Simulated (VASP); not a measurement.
TiNi: single point with r2SCAN

Crystal: TiNi.

```
Ti Ni
1.0
     0.00000    2.98807    2.98807
     2.98807    0.00000    0.00000
     0.00000    2.98807   -2.98807
Ti Ni
2 2
Direct
  0.50000 0.50000 0.00000
  0.00000 0.50000 0.50000
  0.00000 0.00000 0.00000
  0.50000 0.00000 0.50000
```

```yaml
Program: VASP 6.6.1
Task: single point
Functional: r2SCAN
Potentials_or_basis: VASP PAW PBE potentials, release 64 (Ti_sv, Ni)
Cutoff: 520 eV
k_mesh: 7 × 10 × 7
Occupations: fermi-dirac, width 0.05 eV
Spin: collinear spin, ferromagnetic start
Starting_moments: "[1.0, 1.0, 1.5, 1.5] μB"
Dipole_correction: no
Further_INCAR_settings: ALGO = Normal; EDIFF = 1e-06; NBANDS = 34
```

| Item | Value |
| --- | --- |
| Pressure | 0.7 GPa |
| Band gap on the k mesh | zero (filled and empty bands overlap) |
| Net moment | 0.00 μB per cell |
| Valence electrons inside the program's atomic spheres | Ti 10.21; Ni 9.45 |

Stress tensor (GPa, compression positive):
```
0.12 0.00 0.00
0.00 0.94 0.00
0.00 0.00 0.94
```

Levels at points of the mesh, in eV from the Fermi level:
Spin up:
```tsv
k point	band 18	band 19	band 20	band 21	band 22	band 23	band 24	band 25	band 26	band 27
(0.00, 0.00, 0.00)	-2.08	-1.33	-0.76	0.33	0.33	0.53	0.53	1.01	2.37	2.37
(0.00, 0.50, 0.00)	-2.21	-2.21	-1.77	-1.32	-1.31	-0.68	-0.65	0.68	0.68	2.34
```
Spin down:
```csv
k point,band 20,band 21,band 22,band 23,band 24,band 25
"(0.00, 0.00, 0.00)",-0.76,0.33,0.33,0.53,0.53,1.01
"(0.00, 0.50, 0.00)",-1.77,-1.32,-1.31,-0.68,-0.65,0.68
```

Run time: 13 min on 1 thread of Intel Xeon 8259CL (shared host), peak memory 0.31 GiB.

Caveat: the moments typed at the start vanished in this run; the PAW data sets were made with another functional, which shifts forces and pressure a little.
